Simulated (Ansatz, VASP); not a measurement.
**PbF2: VASP beside Ansatz**

File INCAR:

```
SYSTEM = PbF2
ALGO = Normal
EDIFF = 1E-6
ENCUT = 600
GGA = PE
GGA_COMPAT = .FALSE.
ISIF = 2
ISMEAR = -1
LASPH = .TRUE.
LCHARG = .FALSE.
LREAL = .FALSE.
LWAVE = .FALSE.
NBANDS = 21
NELM = 120
PREC = Accurate
SIGMA = 0.05
```

File KPOINTS:

```
k-points
0
G
  8 8 8
  0 0 0
```

The input POSCAR:

```
PbF2
1.0
    0.0000000000      2.9437690651      2.9437690651
    2.9437690651      0.0000000000      2.9437690651
    2.9437690651      2.9437690651      0.0000000000
Pb F
1 2
Direct
    0.0000000000      0.0000000000      0.0000000000
    0.7500000000      0.7500000000      0.7500000000
    0.2500000000      0.2500000000      0.2500000000
```

input.yaml

```yaml
crystal:
  lattice:
    - [0.0, 2.9437690651, 2.9437690651]
    - [2.9437690651, 0.0, 2.9437690651]
    - [2.9437690651, 2.9437690651, 0.0]
  atoms:
    - { symbol: Pb, position: [0.0, 0.0, 0.0] }
    - { symbol: F, position: [0.75, 0.75, 0.75] }
    - { symbol: F, position: [0.25, 0.25, 0.25] }
hamiltonian:
  xc: pbe
  pseudopotentials: { kind: paw }
kpoints:
  mp_grid: { grid: [8, 8, 8] }
scf:
  occupations: { method: fermi_dirac, width: 0.05 }
output:
  forces: true
  stress: true
  eigenvalues: true
```

Alike in both runs: task single point; functional PBE; k mesh 8 × 8 × 8; occupations fermi-dirac, width 0.05 eV; no spin polarisation.

|  | VASP | Ansatz |
| --- | --- | --- |
| version | VASP 6.6.1 | Ansatz 0.2.0 |
| potentials or method | VASP PAW PBE potentials, release 64 (Pb_d, F) | Ansatz PAW |
| plane-wave cutoff (eV) | 600 | 420 |
| valence electrons in the cell | 28 | 28 |

VASP gave:

- gap on the k mesh at the Fermi level (eV): 4.41
- least direct gap on the mesh (eV): 4.56
- pressure (GPa): 4.1

Problem. What did Ansatz give for the same quantities?

Solution. gap on the k mesh at the Fermi level (eV): 4.41; least direct gap on the mesh (eV): 4.56; pressure (GPa): 4.4.

Spin-orbit coupling is off throughout.
